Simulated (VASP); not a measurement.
The system is NiO.

```
Ni O
1.0
     0.00000    2.09131    2.09131
     2.09131    0.00000    2.09131
     2.09131    2.09131    0.00000
Ni O
1 1
Direct
  0.00000 0.00000 0.00000
  0.50000 0.50000 0.50000
```

Base run:

```yaml
Program: VASP 6.6.1
Functional: PBE
Potentials_or_basis: VASP PAW PBE potentials, release 64 (Ni, O)
Cutoff: 520 eV
k_mesh: 11 × 11 × 11
Occupations: fermi-dirac, width 0.05 eV
Spin: collinear spin, ferromagnetic start
Starting_moments: "[1.0, 0.0] μB"
Hubbard_terms: Ni d U = 5.0 eV
```

Its results: band gap on the k mesh 1.92 eV, indirect (least direct gap 2.61 eV); pressure 3.2 GPa; net moment 2.00 μB per cell; site moments Ni +1.78; O +0.20 μB.

Q: The run is repeated on the same cell with these changes: hubbard terms from Ni d U = 5.0 eV to Ni d U = 6.0 eV. What comes out?

A: Band gap on the k mesh 2.45 eV, indirect (least direct gap 3.07 eV); pressure 2.2 GPa; net moment 2.00 μB per cell; site moments Ni +1.82; O +0.18 μB.

Caveats: a cell with one magnetic atom can't hold antiferromagnetic order, which such compounds often take.

A k mesh can miss the band edges.
